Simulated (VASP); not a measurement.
Sn:

```
Sn
1.0
     5.26564    0.00000    0.00000
    -2.63282    4.56018    0.00000
     0.00000    0.00000    3.20636
Sn
3
Direct
  0.00000 0.00000 0.00000
  0.33333 0.66667 0.50000
  0.66667 0.33333 0.50000
```

This isn't the form of Sn at room conditions, which is tetragonal (white tin).

Base run:

| Quantity | Value |
| --- | --- |
| Program | VASP 6.6.1 |
| Functional | LDA |
| Potentials or basis | VASP PAW LDA potentials, release 64 (Sn_d) |
| Cutoff | 520 eV |
| k mesh | 8 × 8 × 11 |
| Occupations | fermi-dirac, width 0.1 eV |
| Spin | no spin polarisation |

Its results: band gap on the k mesh zero (bands 21 and 22 overlap by 4.26 eV); pressure 0.5 GPa.

Question: The run is repeated on the same cell with these changes: k mesh from 8 × 8 × 11 to 7 × 7 × 10. What comes out?

Answer: Band gap on the k mesh zero (bands 21 and 22 overlap by 4.67 eV); pressure 0.1 GPa.

Caveats: spin-orbit coupling is left out, which moves the levels of the heavy elements.
